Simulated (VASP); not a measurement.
# C (P1) in VASP: a series of runs

The runs below take C through single point, with r2SCAN.

All numbers are computed with VASP 6.6.1; they aren't measurements. Logs are shortened: lines on timing, memory, paths and dates and some standing lists are left out, and cuts for length are marked.

### Step 1. The cell of the first run

The typed cell holds 24 atoms: a = 5.035 Å, b = 5.035 Å, c = 7.552 Å, α = 60.00°, β = 60.00°, γ = 60.00°.

### Step 2. Single point, r2SCAN

File POSCAR:

```
C
1.0
    0.0000000000      3.5602482822      3.5602482822
    3.5602482822      0.0000000000      3.5602482822
    5.3403724233      5.3403724233      0.0000000000
C
24
Direct
   -0.0048332303      0.0091815226     -0.0079499137
    0.1427827386      0.1175218599      0.0809701957
   -0.0009900995      0.0065065687      0.3332138396
    0.1060935839      0.1246917251      0.4138401454
    0.0054652087      0.0001821502      0.6555159870
    0.1314506638      0.1205424358      0.7565839383
   -0.0055180140      0.5080273500      0.0071357383
    0.1200563742      0.6528085447      0.0845981262
   -0.0032185958      0.5150303728      0.3306396745
    0.1269623532      0.6227906944      0.4083152498
    0.0077681380      0.5017216100      0.6606270538
    0.1173145710      0.6315829183      0.7467878050
    0.4902198840      0.0086169552      0.0002879013
    0.6241182704      0.1320716879      0.0819766798
    0.4876298961      0.0020457843      0.3423157329
    0.6338590236      0.1062093062      0.4140174738
    0.5088774311     -0.0099540811      0.6701154370
    0.6263299139      0.1113130233      0.7487990880
    0.4887709682      0.5076143170      0.0058700026
    0.6291090740      0.6152325137      0.0894193255
    0.5114891872      0.4839624553      0.3313833493
    0.6268592309      0.6261011377      0.4237072475
    0.5018439329      0.4855009716      0.6706760720
    0.6275593225      0.6206980033      0.7511541672
```

File INCAR.step1:

```
SYSTEM = C
ALGO = Normal ; EDIFF = 1E-4
ENCUT = 520 ; GGA = PE
ISMEAR = -1 ; LASPH = .TRUE.
LCHARG = .FALSE. ; LREAL = Auto
LWAVE = .TRUE. ; NBANDS = 66
NELM = 100 ; PREC = Accurate
SIGMA = 0.112
```

File INCAR.step2:

```
SYSTEM = C
ALGO = Normal ; EDIFF = 1E-7
ENCUT = 520 ; ISIF = 2
ISMEAR = -1 ; ISTART = 1
LASPH = .TRUE. ; LCHARG = .FALSE.
LMIXTAU = .TRUE. ; LREAL = Auto
LWAVE = .FALSE. ; METAGGA = R2SCAN
NBANDS = 66 ; NELM = 100
PREC = Accurate ; SIGMA = 0.112
```

File KPOINTS:

```
k-points
0
G
  4 4 2
  0 0 0
```

Potentials or basis: VASP PAW PBE potentials, release 64 (C).

The run is started by

```console
$ cat potpaw_PBE.64/C/POTCAR > POTCAR
$ cp INCAR.step1 INCAR
$ mpirun -np 1 vasp_std > vasp.out
$ cp INCAR.step2 INCAR
$ mpirun -np 1 vasp_std > vasp.out
```

OUTCAR:

```text
SYSTEM = C
   EDIFF = 1E-7
   ENCUT = 520
   ISIF = 2
   ISMEAR = -1
   ISTART = 1
   LASPH = .TRUE.
   LREAL = Auto
   METAGGA = R2SCAN
   NELM = 100
   PREC = Accurate

 ion  position               nearest neighbor table
   1  0.995  0.009  0.992-   6 1.45   8 1.47  14 1.53   2 1.60
   2  0.143  0.118  0.081-  13 1.43   3 1.56   1 1.60   7 1.61
   3  0.999  0.007  0.333-   4 1.42  16 1.51   2 1.56  10 1.58
   4  0.106  0.125  0.414-   3 1.42   5 1.49  15 1.57   9 1.61
   5  0.005  0.000  0.656-   4 1.49  12 1.52  18 1.56   6 1.64
   6  0.131  0.121  0.757-   1 1.45  17 1.55  11 1.57   5 1.64
[... 16 lines left out ...]
  23  0.502  0.486  0.671-  22 1.53  18 1.54  24 1.57  12 1.58
  24  0.628  0.621  0.751-  17 1.52  11 1.56  23 1.57  19 1.57

  LATTYP: Found a face centered orthorhombic cell.
 ALAT       =     5.0349514061
 B/A-ratio  =     1.7320508076
 C/A-ratio  =     2.4494897428

  Lattice vectors:

 A1 = (   5.3403724233,   5.3403724233,   0.0000000000)
 A2 = (   1.7801241411,   5.3403724233,  -3.5602482822)
 A3 = (   0.0000000000,   3.5602482822,   3.5602482822)

Analysis of symmetry for initial positions (statically):
=====================================================================
 Subroutine PRICEL returns:
 Original cell was already a primitive cell.

 Routine SETGRP: Setting up the symmetry group for a
 face centered orthorhombic supercell.

 Subroutine GETGRP returns: Found  1 space group operations
 (whereof  1 operations were pure point group operations)
 out of a pool of  8 trial point group operations.

The static configuration has the point symmetry C_1 .

Analysis of symmetry for dynamics (positions and initial velocities):
=====================================================================
 Subroutine PRICEL returns:
 Original cell was already a primitive cell.

 Routine SETGRP: Setting up the symmetry group for a
 face centered orthorhombic supercell.

 Subroutine GETGRP returns: Found  1 space group operations
 (whereof  1 operations were pure point group operations)
 out of a pool of  8 trial point group operations.

The dynamic configuration has the point symmetry C_1 .

 Subroutine INISYM returns: Found  1 space group operations
 (whereof  1 operations are pure point group operations),
 and found     1 'primitive' translations

----------------------------------------------------------------------------------------

                                     Primitive cell

  volume of cell :     135.3824

  direct lattice vectors                    reciprocal lattice vectors
     0.000000000  3.560248282  3.560248282    -0.140439644  0.140439644  0.140439644
     3.560248282  0.000000000  3.560248282     0.140439644 -0.140439644  0.140439644
     5.340372423  5.340372423  0.000000000     0.093626429  0.093626429 -0.093626429

  length of vectors
     5.034951406  5.034951406  7.552427109     0.243248598  0.243248598  0.162165732

  position of ions in fractional coordinates (direct lattice)
     0.995166770  0.009181523  0.992050086
     0.142782739  0.117521860  0.080970196
     0.999009900  0.006506569  0.333213840
     0.106093584  0.124691725  0.413840145
     0.005465209  0.000182150  0.655515987
     0.131450664  0.120542436  0.756583938
[... 16 lines left out ...]
     0.501843933  0.485500972  0.670676072
     0.627559322  0.620698003  0.751154167

  ion indices of the primitive-cell ions
   primitive index   ion index
                 1           1
                 2           2
                 3           3
                 4           4
                 5           5
                 6           6
[... 16 lines left out ...]
                23          23
                24          24
[... 23 lines left out ...]
|                                                                             |
|           W    W    AA    RRRRR   N    N  II  N    N   GGGG   !!!           |
|           W    W   A  A   R    R  NN   N  II  NN   N  G    G  !!!           |
|           W    W  A    A  R    R  N N  N  II  N N  N  G       !!!           |
|           W WW W  AAAAAA  RRRRR   N  N N  II  N  N N  G  GGG   !            |
|           WW  WW  A    A  R   R   N   NN  II  N   NN  G    G                |
|           W    W  A    A  R    R  N    N  II  N    N   GGGG   !!!           |
|                                                                             |
|     Your reciprocal lattice and k-lattice belong to different lattice       |
|     classes:                                                                |
|                                                                             |
|        The reciprocal lattice is body-centered orthorhombic,                |
|        whereas your k-lattice is base-centered monoclinic.                  |
|                                                                             |
|     Results are often still useful ...                                      |
|                                                                             |
 -----------------------------------------------------------------------------

 WARNING: IBZKPT: internal override: KBLOWUP is changed to .FALSE.
      ... skipping the blow-up phase ...

 Subroutine IBZKPT returns following result:
 ===========================================

 Found     20 irreducible k-points:

 Following reciprocal coordinates:
            Coordinates               Weight
  0.000000  0.000000  0.000000      1.000000
  0.250000  0.000000  0.000000      2.000000
  0.500000  0.000000  0.000000      1.000000
  0.000000  0.250000  0.000000      2.000000
  0.250000  0.250000  0.000000      2.000000
  0.500000  0.250000  0.000000      2.000000
[... 12 lines left out ...]
  0.250000  0.500000  0.500000      2.000000
  0.500000  0.500000  0.500000      1.000000
   k-points           NKPTS =     20   k-points in BZ     NKDIM =     20   number of bands    NBANDS=     66
   number of dos      NEDOS =    301   number of ions     NIONS =     24
   total plane-waves  NPLWV =  89600
   dimension x,y,z NGX =    40 NGY =   40 NGZ =   56
   dimension x,y,z NGXF=    80 NGYF=   80 NGZF=  112
   ions per type =              24
   NGX,Y,Z   is equivalent  to a cutoff of  13.21, 13.21, 12.33 a.u.
   NGXF,Y,Z  is equivalent  to a cutoff of  26.41, 26.41, 24.65 a.u.
 SYSTEM =  C
   PREC   = accura    normal or accurate (medium, high low for compatibility)
   ISTART =      1    job   : 0-new  1-cont  2-samecut
   ICHARG =      0    charge: 1-file 2-atom 10-const
   ISPIN  =      1    spin polarized calculation?
   LNONCOLLINEAR =      F non collinear calculations
   LSORBIT =      F    spin-orbit coupling
   LASPH  =      T    aspherical Exc in radial PAW
   ENCUT  =  520.0 eV  38.22 Ry    6.18 a.u.   9.36  9.36 14.04*2*pi/ulx,y,z
   NELM   =    100;   NELMIN=  2; NELMDL=  0     # of ELM steps
   EDIFF  = 0.1E-06   stopping-criterion for ELM
   LREAL  =      T    real-space projection
   EDIFFG = 0.1E-05   stopping-criterion for IOM
   NSW    =      0    number of steps for IOM
   IBRION =     -1    ionic relax: 0-MD 1-quasi-New 2-CG
   NFREE  =      0    steps in history (QN), initial steepest desc. (CG)
   ISIF   =      2    stress and relaxation
   ISYM   =      2    0-nonsym 1-usesym 2-fastsym
   POTIM  = 0.5000    time-step for ionic-motion
   TEBEG  =    0.0;   TEEND  =   0.0 temperature during run
   PSTRESS=    0.0 pullay stress
   NELECT =      96.0000    total number of electrons
   NUPDOWN=      -1.0000    fix difference up-down
   EMIN   =  10.00;   EMAX   =-10.00  energy-range for DOS
   EFERMI =   0.00;   METHOD = LEGACY
   ISMEAR =    -1;   SIGMA  =   0.11  broadening in eV -4-tet -1-fermi 0-gaus
   EFERMI_NEDOS =   21; number of points for ismear=-14 and -15
   IALGO  =     38    algorithm
   IMIX   =      4    mixing-type and parameters
     AMIX     =   0.40;   BMIX     =  1.00
     AMIX_MAG =   1.60;   BMIX_MAG =  1.00
  volume/ion in A,a.u.               =       5.64        38.07
  Fermi-wavevector in a.u.,A,eV,Ry     =   1.459860  2.758735 28.996616  2.131191
  Thomas-Fermi vector in A             =   2.576377
   LORBIT       =      0    0 simple, 1 ext, 2 COOP (PROOUT), +10 PAW based schemes
   METAGGA = R2SCAN    functional components
   LHFCALC =     F    Hartree Fock is set to
   AEXX    =    0.0000 exact exchange contribution
   IVDW    =     0    specifies the selected vdW correction
   LEPSILON=     F    determine dielectric tensor
   LRPA    =     F    only Hartree local field effects (RPA)
 non-spin polarized calculation
  energy-cutoff  :      520.00
  volume of cell :      135.38
 maximum number of plane-waves:      3662
 NGX is ok and might be reduce to    40
   NGX = 19   NGY = 19   NGZ = 29

 number of electron      96.0000000 magnetization

 Free energy of the ion-electron system (eV)
  ---------------------------------------------------
  ext. energy  EPLUGINS =         0.00000000
  ---------------------------------------------------
  free energy    TOTEN  =      -233.61143576 eV

  energy without entropy =     -233.61143573  energy(sigma->0) =     -233.61143575

 E-fermi :  11.9449     XC(G=0): -14.2874

 val. band max:       10.1257405460   @ k =   0.0000   0.0000   0.0000
 cond. band min:      13.8982072128   @ k =   0.2500   0.2500   0.0000
 fundamental gap:      3.7724666667
 Fermi energy:        11.9449364305

 k-point     1 :       0.0000    0.0000    0.0000
  band No.  band energies     occupation
      1     -13.0356      2.00000
      2      -9.9542      2.00000
      3      -9.8426      2.00000
      4      -7.4155      2.00000
      5      -7.1375      2.00000
      6      -6.9895      2.00000
[... 1249 lines left out ...]
     59      18.5068      0.00000
     60      18.6338      0.00000
 [bands above 60 left out]

------------------------ aborting loop because EDIFF is reached ----------------------------------------

  FORCE on cell =-STRESS in cart. coord.  units (eV):
  Direction    XX          YY          ZZ          XY          YZ          ZX
  --------------------------------------------------------------------------------------
  -------------------------------------------------------------------------------------
  Total        3.4983914      3.9923363      4.3049243      1.2671234      1.1004769      0.2952306
  in kB       41.4015754     47.2471465     50.9464576     14.9957221     13.0235510      3.4938950
  external PRESSURE =      46.5317265 kB  Pullay stress =       0.0000000 kB

 VOLUME and BASIS-vectors are now :
 -----------------------------------------------------------------------------
  energy-cutoff  :      520.00
  volume of cell :      135.38
      direct lattice vectors                 reciprocal lattice vectors
     0.000000000  3.560248282  3.560248282    -0.140439644  0.140439644  0.140439644
     3.560248282  0.000000000  3.560248282     0.140439644 -0.140439644  0.140439644
     5.340372423  5.340372423  0.000000000     0.093626429  0.093626429 -0.093626429

 POSITION                                       TOTAL-FORCE (eV/Angst)
 -----------------------------------------------------------------------------------
      5.33061      8.84096      3.57573         2.521255      2.289866      0.630820
      0.85082      0.94075      0.92675         3.579646     -3.567102     -1.101596
      1.80265      5.33621      3.57989        -4.279697     -1.057066     -1.935561
      2.65399      2.58778      0.82165         1.949034      3.014379      4.402723
      3.50135      3.52016      0.02011         2.538946      1.366734     -1.385534
      4.46960      4.50844      0.89716        -2.509370     -3.673396      1.190529
[... 16 lines left out ...]
      5.31016      5.36835      3.51519         1.225940     -0.783623      1.100167
      6.22128      6.24571      4.44411        -0.140980      0.409476     -0.825566
 -----------------------------------------------------------------------------------
    total drift:                               -0.016194     -0.002920     -0.022338

  FREE ENERGIE OF THE ION-ELECTRON SYSTEM (eV)
  ---------------------------------------------------
  free  energy   TOTEN  =      -233.6114357589 eV

  energy  without entropy=     -233.6114357331  energy(sigma->0) =     -233.61143575
```

It took 9.7 min on 1 thread of Intel Xeon Platinum 8488C (Sapphire Rapids), shared host; peak memory 0.34 GiB.

Results:

```yaml
Free_energy: -233.6114 eV
Pressure: 4.7 GPa
Largest_force: 5.681 eV/Å
Band_gap_on_the_k_mesh: 3.77 eV
```

Forces in eV/Å, atoms in the order of the input:
```
C    2.521  2.290  0.631
C    3.580 -3.567 -1.102
C   -4.280 -1.057 -1.936
C    1.949  3.014  4.403
C    2.539  1.367 -1.386
C   -2.509 -3.673  1.191
C   -2.227 -0.569  0.881
C   -3.314 -0.386 -3.300
C   -0.741 -0.378 -1.692
C    1.839  3.220  0.981
C    0.401  0.346 -1.718
C   -0.638  1.986  0.518
C   -2.460  3.140  0.964
C    0.659 -0.688 -1.443
C   -3.169 -0.944 -0.014
C    3.876 -0.418  0.840
C   -0.882 -1.772 -1.076
C    1.851  0.987  1.879
C   -1.599  0.817  1.462
C    0.626 -1.194  0.925
C    2.445 -0.237  0.045
C   -1.551 -1.909 -1.329
C    1.226 -0.784  1.100
C   -0.141  0.409 -0.826
```

Stress tensor (GPa, compression positive):
```
4.14 1.50 0.35
1.50 4.72 1.30
0.35 1.30 5.09
```

Caveat: the k points lie up to 0.51 Å⁻¹ apart; the atoms stand as in a frame of molecular dynamics; the PAW data sets were made with another functional, which shifts forces and pressure a little. A k mesh can miss the band edges.

(Continued in part 2 of 2.)
